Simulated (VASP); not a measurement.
Input of a VASP 6.6.1 run:

The input INCAR:

```
SYSTEM = Ag
PREC = Accurate
ENCUT = 500
EDIFF = 1E-6
ISMEAR = -1
SIGMA = 0.1
LREAL = .False.
LASPH = .True.
NELM = 120
ALGO = Normal
ISIF = 2
LWAVE = .False.
LCHARG = .True.
GGA = PE
LELF = .True.
LVHAR = .True.
NBANDS = 12
GGA_COMPAT = .False.
```

The input KPOINTS:

```
regular mesh
0
Gamma
  18 18 18
  0 0 0
```

POSCAR

```
Ag
1.0
    0.0000000000      2.0158888142      2.0158888142
    2.0158888142      0.0000000000      2.0158888142
    2.0158888142      2.0158888142      0.0000000000
Ag
1
Direct
    0.0000000000      0.0000000000      0.0000000000
```

Potentials or basis: VASP PAW PBE potentials, release 64 (Ag).

The run is started by

```console
$ cat potpaw_PBE.64/Ag/POTCAR > POTCAR
$ mpirun -np 1 vasp_std > vasp.out
```

Predict the band gap on the k mesh.

zero (an odd number of electrons rules out a gap without spin polarisation).

Estimate the pressure.

9.8 GPa.

Caveat: the cell stands under pressure.
